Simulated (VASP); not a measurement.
# Ta (P6_3/mmc) in VASP: a series of runs, part 2 of 2

VASP 6.6.1.

### Step 3. Single point, r2SCAN

This run uses another cell than the first one, of the same volume but with other edges.

File POSCAR:

```
Ta
1.0
    2.6574958639      0.0000000000      0.0000000000
   -1.3287479319      2.3014589286      0.0000000000
    0.0000000000      0.0000000000      6.1537474765
Ta
2
Direct
    0.6666666667      0.3333333333      0.7500000000
    0.3333333333      0.6666666667      0.2500000000
```

File INCAR.step1:

```
PREC = Accurate
ENCUT = 520
ISMEAR = 0
SIGMA = 0.15
LREAL = False
LASPH = True
NELM = 80
NBANDS = 18
GGA = PE
ALGO = Normal
EDIFF = 1E-4
LWAVE = True
LCHARG = False
```

File INCAR.step2:

```
PREC = Accurate
ENCUT = 520
EDIFF = 1E-7
ISMEAR = 0
SIGMA = 0.15
LREAL = False
LASPH = True
NELM = 80
ALGO = Normal
ISIF = 2
LWAVE = False
LCHARG = False
METAGGA = R2SCAN
LMIXTAU = True
NBANDS = 18
ISTART = 1
```

File KPOINTS:

```
Automatic mesh
0
Gamma
  24 24 10
```

Potentials or basis: VASP PAW PBE potentials, release 64 (Ta_pv).

Started as:

```
$ cat potpaw_PBE.64/Ta_pv/POTCAR > POTCAR
$ cp INCAR.step1 INCAR
$ mpirun -np 1 vasp_std > vasp.out
$ cp INCAR.step2 INCAR
$ mpirun -np 1 vasp_std > vasp.out
```

OUTCAR:

```text
PREC = Accurate
   ENCUT = 520
   EDIFF = 1E-7
   ISMEAR = 0
   LREAL = False
   LASPH = True
   NELM = 80
   ISIF = 2
   METAGGA = R2SCAN
   ISTART = 1

 ion  position               nearest neighbor table
   1  0.667  0.333  0.750-   2 3.44   2 3.44   2 3.44   2 3.44   2 3.44   2 3.44
   2  0.333  0.667  0.250-   1 3.44   1 3.44   1 3.44   1 3.44   1 3.44   1 3.44

  LATTYP: Found a hexagonal cell.
 ALAT       =     2.6574958639
 C/A-ratio  =     2.3156188350

  Lattice vectors:

 A1 = (   2.6574958639,   0.0000000000,   0.0000000000)
 A2 = (  -1.3287479319,   2.3014589286,   0.0000000000)
 A3 = (   0.0000000000,   0.0000000000,   6.1537474765)

Analysis of symmetry for initial positions (statically):
=====================================================================
 Subroutine PRICEL returns:
 Original cell was already a primitive cell.

 Routine SETGRP: Setting up the symmetry group for a
 hexagonal supercell.

 Subroutine GETGRP returns: Found 24 space group operations
 (whereof 12 operations were pure point group operations)
 out of a pool of 24 trial point group operations.

[... 158 lines left out ...]
  ---------------------------------------------------
  ext. energy  EPLUGINS =         0.00000000
  ---------------------------------------------------
  free energy    TOTEN  =       -95.27152507 eV

  energy without entropy =      -95.24758506  energy(sigma->0) =      -95.25955506

 E-fermi :   5.4545     XC(G=0): -13.3408

 val. band max:        5.4537983240   @ k =   0.4583   0.0417   0.0000
 cond. band min:       5.4660493673   @ k =   0.0833   0.0833   0.2000
 fundamental gap:      0.0122510433
 Fermi energy:         5.4545148311

 k-point     1 :       0.0000    0.0000    0.0000
  band No.  band energies     occupation
      1     -30.2474      2.00000
      2     -29.9162      2.00000
      3     -28.7372      2.00000
      4     -28.7372      2.00000
      5     -28.7242      2.00000
      6     -28.7242      2.00000
[... 481 lines left out ...]
      5     -29.2972      2.00000
      6     -29.2682      2.00000
[... 10 lines left out ...]
     17      13.7071      0.00000
     18      14.6015      0.00000

 [... further k-points ...]
[... 5 lines left out ...]
  --------------------------------------------------------------------------------------
  -------------------------------------------------------------------------------------
  Total        8.1471260      8.1471260     -6.9523632      0.0000000      0.0000000      0.0000000
  in kB      346.8163130    346.8163130   -295.9562638      0.0000000      0.0000000      0.0000000
  external PRESSURE =     132.5587874 kB  Pullay stress =       0.0000000 kB

 VOLUME and BASIS-vectors are now :
 -----------------------------------------------------------------------------
  energy-cutoff  :      520.00
  volume of cell :       37.64
      direct lattice vectors                 reciprocal lattice vectors
     2.657495864  0.000000000  0.000000000     0.376294095  0.217253497  0.000000000
    -1.328747932  2.301458929  0.000000000     0.000000000  0.434506994  0.000000000
     0.000000000  0.000000000  6.153747477     0.000000000  0.000000000  0.162502606

 POSITION                                       TOTAL-FORCE (eV/Angst)
 -----------------------------------------------------------------------------------
      1.32875      0.76715      4.61531         0.000000      0.000000      0.000000
     -0.00000      1.53431      1.53844        -0.000000      0.000000      0.000000
 -----------------------------------------------------------------------------------
    total drift:                               -0.000000      0.000000     -0.000000

  FREE ENERGIE OF THE ION-ELECTRON SYSTEM (eV)
  ---------------------------------------------------
  free  energy   TOTEN  =       -95.2715250656 eV

  energy  without entropy=      -95.2475850604  energy(sigma->0) =      -95.25955506
```

OUTCAR.step1:

```text
PREC = Accurate
   ENCUT = 520
   ISMEAR = 0
   LREAL = False
   LASPH = True
[... 729 lines left out ...]
      1.32875      0.76715      4.61531         0.000000      0.000000      0.000000
     -0.00000      1.53431      1.53844        -0.000000     -0.000000      0.000000
 -----------------------------------------------------------------------------------
    total drift:                               -0.000000      0.000000     -0.000000

  FREE ENERGIE OF THE ION-ELECTRON SYSTEM (eV)
  ---------------------------------------------------
  free  energy   TOTEN  =       -21.7717598449 eV

  energy  without entropy=      -21.7452806181  energy(sigma->0) =      -21.75852023
```

OSZICAR.step1:

```text
N       E                     dE             d eps       ncg     rms          rms(c)
DAV:   1     0.175770050817E+03    0.17577E+03   -0.12931E+04 13192   0.126E+03
DAV:   2    -0.181404678938E+02   -0.19391E+03   -0.19016E+03 16264   0.356E+02
DAV:   3    -0.225372961363E+02   -0.43968E+01   -0.43116E+01 15562   0.508E+01
DAV:   4    -0.225736751513E+02   -0.36379E-01   -0.36279E-01 15528   0.469E+00
DAV:   5    -0.225739282919E+02   -0.25314E-03   -0.25310E-03 14914   0.388E-01    0.204E+01
DAV:   6    -0.219860014411E+02    0.58793E+00   -0.46095E-01 14534   0.598E+00    0.108E+01
DAV:   7    -0.217724397395E+02    0.21356E+00   -0.56050E-01 14806   0.622E+00    0.660E-01
DAV:   8    -0.217717719082E+02    0.66783E-03   -0.17070E-02 14096   0.117E+00    0.233E-01
DAV:   9    -0.217717598449E+02    0.12063E-04   -0.41483E-04 15540   0.168E-01
   1 F= -.21771760E+02 E0= -.21758520E+02  d E =-.264792E-01
```

It took 5.6 min on 1 thread of Intel Xeon 6975P-C (Granite Rapids), shared host; peak memory 0.32 GiB.

Results:

| Item | Value |
| --- | --- |
| Free energy | -95.2715 eV |
| Pressure | 13.3 GPa |
| Band gap on the k mesh | zero (bands 11 and 12 overlap by 3.46 eV) |

Levels at points of the mesh, in eV from the Fermi level:
```csv
k point,band 8,band 9,band 10,band 11,band 12,band 13,band 14,band 15
"(0.00, 0.00, 0.00)",-6.13,-2.90,-2.02,0.90,0.90,1.05,1.05,5.43
"(0.50, 0.00, 0.00)",-4.80,-3.76,-1.92,0.13,0.81,3.10,5.04,6.51
"(0.00, 0.00, 0.50)",-7.29,-2.79,-2.79,0.96,0.96,0.96,0.96,5.82
"(0.50, 0.00, 0.50)",-4.92,-3.18,-3.18,2.09,2.09,3.95,3.95,4.36
```

Caveat: the stress differs along the axes, from -30 to 35 GPa; the PAW data sets were made with another functional, which shifts forces and pressure a little; spin-orbit coupling is left out, which moves the levels of the heavy elements.
